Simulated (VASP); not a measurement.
Here is a VASP 6.6.1 calculation.

The input INCAR:

```
PREC = Accurate
ENCUT = 520
EDIFF = 1E-6
ISMEAR = -1
SIGMA = 0.1
LREAL = F
LASPH = T
NELM = 100
ALGO = Normal
ISIF = 2
LWAVE = F
LCHARG = T
LDIPOL = T
IDIPOL = 3
DIPOL = 0.5 0.5 0.500
GGA = PS
LELF = T
LVHAR = T
LVACPOTAV = T
NBANDS = 40
```

The input KPOINTS:

```
regular mesh
0
Gamma
  6 6 1
```

Contents of POSCAR:

```
Cs
1.0
    8.5489140040      0.0000000000      0.0000000000
   -4.2744570020      7.4035767022      0.0000000000
    0.0000000000      0.0000000000     21.1913000000
Cs
7
Direct
    0.0000000000      0.0000000000      0.2595415002
    0.3333333333      0.6666666667      0.3478456489
    0.6666666667      0.3333333333      0.4053711281
    0.0000000000      0.0000000000      0.5000010633
    0.3333333333      0.6666666667      0.5946291971
    0.6666666667      0.3333333333      0.6521548159
    0.0000000000      0.0000000000      0.7404584998
```

Potentials or basis: VASP PAW PBE potentials, release 64 (Cs_sv).

Run with:

```sh
$ cat potpaw_PBE.64/Cs_sv/POTCAR > POTCAR
$ mpirun -np 1 vasp_std > vasp.out
```

Q: What does it give for the band gap on the k mesh?

A: Zero (an odd number of electrons rules out a gap without spin polarisation).

Forces in eV/Å, atoms in the order of the input:
```
Cs   0.000  0.000 -0.002
Cs   0.000  0.000  0.001
Cs   0.000  0.000  0.002
Cs   0.000  0.000  0.000
Cs   0.000  0.000 -0.002
Cs   0.000  0.000 -0.001
Cs   0.000  0.000  0.002
```

Caveat: the PAW data sets were made with another functional, which shifts forces and pressure a little; spin-orbit coupling is left out, which moves the levels of the heavy elements.
